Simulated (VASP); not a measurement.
# Hf (I4_1/amd) in VASP: a series of runs

The runs below take Hf through single point, with PBE.

All numbers are computed with VASP 6.6.1; they aren't measurements. Logs are shortened: lines on timing, memory, paths and dates and some standing lists are left out, and cuts for length are marked.

**1. The cell of the first run**

It takes space group I4_1/amd (No. 141, tetragonal). Conventional cell: a = 5.133 Å, b = 5.133 Å, c = 2.812 Å, α = 90.00°, β = 90.00°, γ = 90.00°. Hf (site symmetry -4m2) has 10 Hf at 2.66 to 3.32 Å within 3.5 Å.

**2. Single point, PBE**

INCAR

```
SYSTEM = Hf
PREC = Accurate
ENCUT = 520
EDIFF = 1E-7
ISMEAR = -1
SIGMA = 0.08
LREAL = .FALSE.
LASPH = .TRUE.
NELM = 100
ALGO = Normal
ISIF = 2
LWAVE = .FALSE.
LCHARG = .FALSE.
GGA = PE
NBANDS = 17
```

KPOINTS

```
regular mesh
0
G
  15 15 15
  0 0 0
```

POSCAR

```
Hf
1.0
   -2.5666453123      2.5666453123      1.4058311406
    2.5666453123     -2.5666453123      1.4058311406
    2.5666453123      2.5666453123     -1.4058311406
Hf
2
Direct
   -0.3750000000     -0.1250000000     -0.2500000000
    0.3750000000      0.1250000000      0.2500000000
```

Potentials or basis: VASP PAW PBE potentials, release 64 (Hf_pv).

The run is started by

```bash
$ cat potpaw_PBE.64/Hf_pv/POTCAR > POTCAR
$ mpirun -np 1 vasp_std > vasp.out
```

OUTCAR:

```text
SYSTEM = Hf
   PREC = Accurate
   ENCUT = 520
   EDIFF = 1E-7
   ISMEAR = -1
   LREAL = .FALSE.
   LASPH = .TRUE.
   NELM = 100
   ISIF = 2
   GGA = PE

 ion  position               nearest neighbor table
   1  0.625  0.875  0.750-   2 2.66   2 2.66   2 2.66   2 2.66   2 3.32   2 3.32   2 3.32   2 3.32

   2  0.375  0.125  0.250-   1 2.66   1 2.66   1 2.66   1 2.66   1 3.32   1 3.32   1 3.32   1 3.32

  LATTYP: Found a body centered tetragonal cell.
 ALAT       =     5.1332906246
 C/A-ratio  =     0.5477309755

  Lattice vectors:

 A1 = (  -2.5666453123,   2.5666453123,   1.4058311406)
 A2 = (   2.5666453123,  -2.5666453123,   1.4058311406)
 A3 = (   2.5666453123,   2.5666453123,  -1.4058311406)

Analysis of symmetry for initial positions (statically):
=====================================================================
 Subroutine PRICEL returns:
 Original cell was already a primitive cell.

 Routine SETGRP: Setting up the symmetry group for a
 body centered tetragonal supercell.

 Subroutine GETGRP returns: Found 16 space group operations
 (whereof  4 operations were pure point group operations)
 out of a pool of 16 trial point group operations.

The static configuration has the point symmetry C_2h.
 The point group associated with its full space group is D_4h.

Analysis of symmetry for dynamics (positions and initial velocities):
=====================================================================
 Subroutine PRICEL returns:
 Original cell was already a primitive cell.

 Routine SETGRP: Setting up the symmetry group for a
 body centered tetragonal supercell.

 Subroutine GETGRP returns: Found 16 space group operations
 (whereof  4 operations were pure point group operations)
 out of a pool of 16 trial point group operations.

The dynamic configuration has the point symmetry C_2h.
 The point group associated with its full space group is D_4h.

 Subroutine INISYM returns: Found 16 space group operations
 (whereof  4 operations are pure point group operations),
 and found     1 'primitive' translations

----------------------------------------------------------------------------------------

                                     Primitive cell

  volume of cell :      37.0446

  direct lattice vectors                    reciprocal lattice vectors
    -2.566645312  2.566645312  1.405831141     0.000000000  0.194806816  0.355661491
     2.566645312 -2.566645312  1.405831141     0.194806816  0.000000000  0.355661491
     2.566645312  2.566645312 -1.405831141     0.194806816  0.194806816  0.000000000

  length of vectors
     3.892518146  3.892518146  3.892518146     0.405517930  0.405517930  0.275498441

  position of ions in fractional coordinates (direct lattice)
     0.625000000  0.875000000  0.750000000
     0.375000000  0.125000000  0.250000000

  ion indices of the primitive-cell ions
   primitive index   ion index
                 1           1
                 2           2

----------------------------------------------------------------------------------------

 KPOINTS: regular mesh

Automatic generation of k-mesh.
 Grid dimensions read from file:
 generate k-points for:   15   15   15

 Generating k-lattice:

  Cartesian coordinates                     Fractional coordinates (reciprocal lattice)
     0.000000000  0.012987121  0.023710766     0.066666667 -0.000000000  0.000000000
     0.012987121  0.000000000  0.023710766    -0.000000000  0.066666667  0.000000000
     0.012987121  0.012987121  0.000000000     0.000000000  0.000000000  0.066666667

  Length of vectors
     0.027034529  0.027034529  0.018366563

  Shift w.r.t. Gamma in fractional coordinates (k-lattice)
     0.000000000  0.000000000  0.000000000

 Subroutine IBZKPT returns following result:
 ===========================================

 Found    288 irreducible k-points:

 Following reciprocal coordinates:
            Coordinates               Weight
  0.000000  0.000000  0.000000      1.000000
  0.066667 -0.000000  0.000000      8.000000
  0.133333  0.000000  0.000000      8.000000
  0.200000  0.000000  0.000000      8.000000
  0.266667  0.000000  0.000000      8.000000
  0.333333  0.000000  0.000000      8.000000
[... 16 lines left out ...]
  0.133333  0.133333  0.000000      8.000000
  0.200000  0.133333  0.000000     16.000000
 [... further k-points ...]
   k-points           NKPTS =    288   k-points in BZ     NKDIM =    288   number of bands    NBANDS=     17
   number of dos      NEDOS =    301   number of ions     NIONS =      2
   total plane-waves  NPLWV =  27000
   dimension x,y,z NGX =    30 NGY =   30 NGZ =   30
   dimension x,y,z NGXF=    60 NGYF=   60 NGZF=   60
   ions per type =               2
   NGX,Y,Z   is equivalent  to a cutoff of  12.81, 12.81, 12.81 a.u.
   NGXF,Y,Z  is equivalent  to a cutoff of  25.63, 25.63, 25.63 a.u.
 SYSTEM =  Hf
   PREC   = accura    normal or accurate (medium, high low for compatibility)
   ISTART =      0    job   : 0-new  1-cont  2-samecut
   ICHARG =      2    charge: 1-file 2-atom 10-const
   ISPIN  =      1    spin polarized calculation?
   LNONCOLLINEAR =      F non collinear calculations
   LSORBIT =      F    spin-orbit coupling
   LASPH  =      T    aspherical Exc in radial PAW
   ENCUT  =  520.0 eV  38.22 Ry    6.18 a.u.   7.24  7.24  7.24*2*pi/ulx,y,z
   NELM   =    100;   NELMIN=  2; NELMDL= -5     # of ELM steps
   EDIFF  = 0.1E-06   stopping-criterion for ELM
   LREAL  =      F    real-space projection
   EDIFFG = 0.1E-05   stopping-criterion for IOM
   NSW    =      0    number of steps for IOM
   IBRION =     -1    ionic relax: 0-MD 1-quasi-New 2-CG
   NFREE  =      0    steps in history (QN), initial steepest desc. (CG)
   ISIF   =      2    stress and relaxation
   ISYM   =      2    0-nonsym 1-usesym 2-fastsym
   POTIM  = 0.5000    time-step for ionic-motion
   TEBEG  =    0.0;   TEEND  =   0.0 temperature during run
   PSTRESS=    0.0 pullay stress
   NELECT =      20.0000    total number of electrons
   NUPDOWN=      -1.0000    fix difference up-down
   EMIN   =  10.00;   EMAX   =-10.00  energy-range for DOS
   EFERMI =   0.00;   METHOD = LEGACY
   ISMEAR =    -1;   SIGMA  =   0.08  broadening in eV -4-tet -1-fermi 0-gaus
   EFERMI_NEDOS =   21; number of points for ismear=-14 and -15
   IALGO  =     38    algorithm
   IMIX   =      4    mixing-type and parameters
     AMIX     =   0.40;   BMIX     =  1.00
     AMIX_MAG =   1.60;   BMIX_MAG =  1.00
  volume/ion in A,a.u.               =      18.52       124.99
  Fermi-wavevector in a.u.,A,eV,Ry     =   1.333040  2.519080 24.177496  1.776996
  Thomas-Fermi vector in A             =   2.461929
   LORBIT       =      0    0 simple, 1 ext, 2 COOP (PROOUT), +10 PAW based schemes
   GGA     = PE    functional components
   LHFCALC =     F    Hartree Fock is set to
   AEXX    =    0.0000 exact exchange contribution
   IVDW    =     0    specifies the selected vdW correction
   LEPSILON=     F    determine dielectric tensor
   LRPA    =     F    only Hartree local field effects (RPA)
 non-spin polarized calculation
  energy-cutoff  :      520.00
  volume of cell :       37.04
 maximum number of plane-waves:      1018
 NGX is ok and might be reduce to    30
   NGX = 15   NGY = 15   NGZ = 15

 number of electron      20.0000003 magnetization

 Free energy of the ion-electron system (eV)
  ---------------------------------------------------
  ext. energy  EPLUGINS =         0.00000000
  ---------------------------------------------------
  free energy    TOTEN  =       -17.82931268 eV

  energy without entropy =      -17.78371027  energy(sigma->0) =      -17.80651148

 E-fermi :   5.7850     XC(G=0): -12.1315

 val. band max:        5.7832462421   @ k =   0.3333   0.0667   0.0000
 cond. band min:       5.7876580509   @ k =  -0.2667   0.4000   0.0667
 fundamental gap:      0.0044118088
 Fermi energy:         5.7849866613

 k-point     1 :       0.0000    0.0000    0.0000
  band No.  band energies     occupation
      1     -24.9499      2.00000
      2     -24.9499      2.00000
      3     -23.3374      2.00000
      4     -23.3140      2.00000
      5     -23.3005      2.00000
      6     -23.3005      2.00000
[... 9 lines left out ...]
     16      13.3535      0.00000
     17      13.3535      0.00000

 k-point     2 :       0.0667   -0.0000    0.0000
  band No.  band energies     occupation
      1     -24.9449      2.00000
      2     -24.9241      2.00000
      3     -23.4158      2.00000
      4     -23.3782      2.00000
      5     -23.2974      2.00000
      6     -23.2966      2.00000
[... 9 lines left out ...]
     16      13.4553      0.00000
     17      13.7215      0.00000

 k-point     3 :       0.1333    0.0000    0.0000
  band No.  band energies     occupation
      1     -24.9307      2.00000
      2     -24.8519      2.00000
      3     -23.5988      2.00000
      4     -23.5456      2.00000
      5     -23.3337      2.00000
      6     -23.2857      2.00000
[... 9 lines left out ...]
     16      14.1702      0.00000
     17      14.2353      0.00000

 k-point     4 :       0.2000    0.0000    0.0000
  band No.  band energies     occupation
      1     -24.9094      2.00000
      2     -24.7502      2.00000
      3     -23.8604      2.00000
      4     -23.7613      2.00000
      5     -23.4034      2.00000
      6     -23.2698      2.00000
[... 9 lines left out ...]
     16      13.6817      0.00000
     17      14.7632      0.00000

 k-point     5 :       0.2667    0.0000    0.0000
  band No.  band energies     occupation
      1     -24.8844      2.00000
      2     -24.6570      2.00000
      3     -24.1423      2.00000
      4     -23.9697      2.00000
      5     -23.4929      2.00000
      6     -23.2519      2.00000
[... 9 lines left out ...]
     16      13.0132      0.00000
     17      14.7284      0.00000

 k-point     6 :       0.3333    0.0000    0.0000
  band No.  band energies     occupation
      1     -24.8599      2.00000
      2     -24.6536      2.00000
      3     -24.3770      2.00000
      4     -24.0828      2.00000
      5     -23.5911      2.00000
      6     -23.2351      2.00000
[... 9 lines left out ...]
     16      12.1548      0.00000
     17      14.3939      0.00000

 k-point     7 :       0.4000    0.0000    0.0000
  band No.  band energies     occupation
      1     -24.8403      2.00000
      2     -24.7601      2.00000
      3     -24.5327      2.00000
      4     -24.0539      2.00000
      5     -23.6896      2.00000
      6     -23.2223      2.00000
[... 9 lines left out ...]
     16      12.3225      0.00000
     17      13.9735      0.00000

 k-point     8 :       0.4667    0.0000    0.0000
  band No.  band energies     occupation
      1     -24.8462      2.00000
      2     -24.8294      2.00000
      3     -24.6151      2.00000
      4     -23.9787      2.00000
      5     -23.7727      2.00000
      6     -23.2154      2.00000
[... 9 lines left out ...]
     16      12.4373      0.00000
     17      15.1080      0.00000
[... 203 lines left out ...]
      1     -24.9138      2.00000
      2     -24.6562      2.00000
      3     -23.9293      2.00000
      4     -23.7463      2.00000
      5     -23.4756      2.00000
      6     -23.2709      2.00000
[... 9 lines left out ...]
     16      13.1364      0.00000
     17      14.4192      0.00000

 k-point    20 :      -0.2000    0.0667    0.0000
  band No.  band energies     occupation
      1     -24.9306      2.00000
      2     -24.7760      2.00000
      3     -23.6763      2.00000
      4     -23.5413      2.00000
      5     -23.3771      2.00000
      6     -23.2816      2.00000
[... 9 lines left out ...]
     16      13.6385      0.00000
     17      13.9395      0.00000

 k-point    21 :      -0.1333    0.0667    0.0000
  band No.  band energies     occupation
      1     -24.9386      2.00000
      2     -24.8769      2.00000
      3     -23.4905      2.00000
      4     -23.3821      2.00000
      5     -23.3303      2.00000
      6     -23.2673      2.00000
[... 9 lines left out ...]
     16      12.8829      0.00000
     17      13.4472      0.00000

 k-point    22 :      -0.0667    0.0667    0.0000
  band No.  band energies     occupation
      1     -24.9370      2.00000
      2     -24.9355      2.00000
      3     -23.3951      2.00000
      4     -23.3251      2.00000
      5     -23.3122      2.00000
      6     -23.2624      2.00000
[... 9 lines left out ...]
     16      12.9241      0.00000
     17      13.1184      0.00000

 k-point    23 :       0.1333    0.1333    0.0000
  band No.  band energies     occupation
      1     -24.8134      2.00000
      2     -24.7966      2.00000
      3     -24.0803      2.00000
      4     -24.0196      2.00000
      5     -23.3464      2.00000
      6     -23.3113      2.00000
[... 9 lines left out ...]
     16      13.5220      0.00000
     17      15.0241      0.00000

 k-point    24 :       0.2000    0.1333    0.0000
  band No.  band energies     occupation
      1     -24.8136      2.00000
      2     -24.7350      2.00000
      3     -24.2968      2.00000
      4     -24.2280      2.00000
      5     -23.3917      2.00000
      6     -23.3047      2.00000
[... 9 lines left out ...]
     16      12.9031      0.00000
     17      14.9611      0.00000

 [... further k-points ...]
[... 5 lines left out ...]
  --------------------------------------------------------------------------------------
  -------------------------------------------------------------------------------------
  Total        6.7684084      6.7684084      6.8124138      0.0000000     -0.0000000      0.0000000
  in kB      292.7333980    292.7333980    294.6366293      0.0000000     -0.0000000      0.0000000
  external PRESSURE =     293.3678084 kB  Pullay stress =       0.0000000 kB

 VOLUME and BASIS-vectors are now :
 -----------------------------------------------------------------------------
  energy-cutoff  :      520.00
  volume of cell :       37.04
      direct lattice vectors                 reciprocal lattice vectors
    -2.566645312  2.566645312  1.405831141     0.000000000  0.194806816  0.355661491
     2.566645312 -2.566645312  1.405831141     0.194806816  0.000000000  0.355661491
     2.566645312  2.566645312 -1.405831141     0.194806816  0.194806816  0.000000000

 POSITION                                       TOTAL-FORCE (eV/Angst)
 -----------------------------------------------------------------------------------
      2.56665      1.28332      1.05437        -0.000000      0.000000     -0.000000
      0.00000      1.28332      0.35146         0.000000     -0.000000      0.000000
 -----------------------------------------------------------------------------------
    total drift:                                0.000000     -0.000000      0.000000

  FREE ENERGIE OF THE ION-ELECTRON SYSTEM (eV)
  ---------------------------------------------------
  free  energy   TOTEN  =       -17.8293126810 eV

  energy  without entropy=      -17.7837102747  energy(sigma->0) =      -17.80651148
```

Wall time 6.1 min (1 thread of AMD EPYC 7R13, shared host); peak memory 0.26 GiB.

What came out:

```
Free energy            : -17.8293 eV
Pressure               : 29.3 GPa
Band gap on the k mesh : zero (bands 10 and 11 overlap by 1.18 eV)
```

Caveat: the cell stands under pressure; spin-orbit coupling is left out, which moves the levels of the heavy elements.

**3. Single point, PBE**

INCAR

```
  PREC = Accurate
  ENCUT = 520
  EDIFF = 1E-6
  ISMEAR = -1
  SIGMA = 0.08
  LREAL = F
  LASPH = T
  NELM = 100
  ALGO = Normal
  ISIF = 2
  LWAVE = F
  LCHARG = T
  GGA = PE
  LELF = T
  LVHAR = T
  NBANDS = 17
```

KPOINTS

```
regular mesh
0
Gamma
  15 15 15
```

POSCAR

```
Hf
1.0
   -2.5666643288      2.5666643288      1.4060128502
    2.5666643288     -2.5666643288      1.4060128502
    2.5666643288      2.5666643288     -1.4060128502
Hf
2
Direct
   -0.3750000000     -0.1250000000     -0.2500000000
    0.3750000000      0.1250000000      0.2500000000
```

Potentials or basis: VASP PAW PBE potentials, release 64 (Hf_pv).

The run is started by

```bash
$ cat potpaw_PBE.64/Hf_pv/POTCAR > POTCAR
$ mpirun -np 1 vasp_std > vasp.out
```

Wall time 6.6 min (1 thread of AMD EPYC 7R13, shared host); peak memory 0.26 GiB.

It converged, with:

```yaml
Free_energy: -17.8303 eV
Pressure: 29.3 GPa
Band_gap_on_the_k_mesh: zero (bands 10 and 11 overlap by 1.18 eV)
```

Stress tensor (GPa, compression positive):
```
29.25  0.00  0.00
 0.00 29.25  0.00
 0.00  0.00 29.41
```

Levels at points of the mesh, in eV from the Fermi level:
| k point | band 7 | band 8 | band 9 | band 10 | band 11 | band 12 | band 13 | band 14 |
| --- | --- | --- | --- | --- | --- | --- | --- | --- |
| (0.00, 0.00, 0.00) | -7.31 | -4.07 | -1.42 | -1.18 | 0.17 | 4.39 | 4.39 | 4.61 |

Caveat: the cell stands under pressure; spin-orbit coupling is left out, which moves the levels of the heavy elements.
